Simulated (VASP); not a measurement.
A run of VASP 6.6.1:

File INCAR:

```
SYSTEM = Al
ALGO = Normal ; EDIFF = 1E-6
ENCUT = 500 ; GGA = PS
GGA_COMPAT = .False. ; ISIF = 2
ISMEAR = 0 ; LASPH = .True.
LCHARG = .True. ; LELF = .True.
LREAL = .False. ; LVHAR = .True.
LWAVE = .False. ; NBANDS = 14
NELM = 120 ; PREC = Accurate
SIGMA = 0.1
```

KPOINTS

```
k-points
0
Gamma
  10 10 3
  0 0 0
```

File POSCAR:

```
Al
1.0
    2.8270770200      0.0000000000      0.0000000000
   -1.4135385100      2.4483205178      0.0000000000
    0.0000000000      0.0000000000      9.1859930700
Al
4
Direct
    0.0000000000      0.0000000000      0.0000000000
    0.0000000000      0.0000000000      0.5000000000
    0.3333333333      0.6666666667      0.2500000000
    0.6666666667      0.3333333333      0.7500000000
```

Potentials or basis: VASP PAW PBE potentials, release 64 (Al).

Run with:

```console
$ cat potpaw_PBE.64/Al/POTCAR > POTCAR
$ mpirun -np 1 vasp_std > vasp.out
```

Hardware: 1 thread of Intel(R) Xeon(R) Platinum 8488C (Sapphire Rapids) (shared host).

Q: How long does it take, and how much memory?

A: Run time: 19 s on 1 thread of Intel(R) Xeon(R) Platinum 8488C (Sapphire Rapids), with other jobs on the host, peak memory 0.18 GiB. Counts: scf iterations 11, k points 28.
